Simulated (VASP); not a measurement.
Wanted: the native input for a VASP 6.6.1 run.

- Task: single point
- Functional: PBEsol
- Potentials or basis: VASP PAW PBE potentials, release 64 (Cd, Se)
- Cutoff: 520 eV
- k mesh: 10 × 10 × 10
- Occupations: gaussian, width 0.05 eV
- Spin: no spin polarisation
- Dipole correction: no
- Further INCAR settings: ALGO = Normal; EDIFF = 1e-06; NBANDS = 16

The structure of CdSe lies in POSCAR:

```
CdSe
1.0
    0.0000000000      3.1087118812      3.1087118812
    3.1087118812      0.0000000000      3.1087118812
    2.8732787680      2.8732787680      0.2354331131
Cd Se
1 1
Direct
    0.0000000000      0.0000000000      0.0000000000
    0.7500000000      0.7500000000      0.7500000000
```

These files were run (other wordings do the same):

INCAR

```
SYSTEM = CdSe
ALGO = Normal
EDIFF = 1E-6
ENCUT = 520
GGA = PS
ISIF = 2
ISMEAR = 0
LASPH = .TRUE.
LCHARG = .FALSE.
LREAL = .FALSE.
LWAVE = .FALSE.
NBANDS = 16
NELM = 80
PREC = Accurate
SIGMA = 0.05
```

KPOINTS

```
k-points
0
G
  10 10 10
  0 0 0
```

Potentials or basis: VASP PAW PBE potentials, release 64 (Cd, Se).

Launch:

```sh
$ cat potpaw_PBE.64/Cd/POTCAR potpaw_PBE.64/Se/POTCAR > POTCAR
$ mpirun -np 1 vasp_std > vasp.out
```

It gave:

```yaml
Pressure: 5.4 GPa
Largest_force: 1.737 eV/Å
Band_gap_on_the_k_mesh: 0.60 eV, indirect (least direct gap 0.62 eV)
```

Caveat: the PAW data sets were made with another functional, which shifts forces and pressure a little.

Run time: 45 s on 1 thread of Intel(R) Xeon(R) Platinum 8559C (Emerald Rapids), with other jobs on the host, peak memory 0.25 GiB.
